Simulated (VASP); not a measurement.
Si:

```
CELL_PARAMETERS angstrom
3.75311 0.00000 0.00000
-1.87655 3.25028 0.00000
0.00000 0.00000 6.20335
ATOMIC_POSITIONS crystal
Si 0.66667 0.33333 0.93699
Si 0.33333 0.66667 0.43699
Si 0.66667 0.33333 0.56301
Si 0.33333 0.66667 0.06301
```

Base run:

* Program: VASP 6.6.1
* Functional: r2SCAN
* Potentials or basis: VASP PAW PBE potentials, release 64 (Si)
* Cutoff: 520 eV
* k mesh: 8 × 8 × 4
* Occupations: fermi-dirac, width 0.05 eV
* Spin: no spin polarisation

Its results: band gap on the k mesh 0.47 eV, indirect (least direct gap 1.55 eV); pressure 6.8 GPa; largest force 0.022 eV/Å.

Question: After a change of settings the same cell gave: band gap on the k mesh 0.15 eV, indirect (least direct gap 1.11 eV); pressure 6.2 GPa; largest force 0.019 eV/Å. Which change was it?
A. functional from r2SCAN to PBEsol
B. functional from r2SCAN to LDA; potentials or basis from VASP PAW PBE potentials, release 64 (Si) to VASP PAW LDA potentials, release 64 (Si)
C. functional from r2SCAN to PBE; further incar settings from ALGO = Normal; EDIFF = 1e-07; NBANDS = 16 to ALGO = Normal; EDIFF = 1e-06; NBANDS = 16

Answer: A.

r2SCAN gives the wider gap, since meta-GGAs in the generalised Kohn-Sham scheme recover part of the derivative discontinuity.

Caveats: the PAW data sets were made with another functional, which shifts forces and pressure a little.
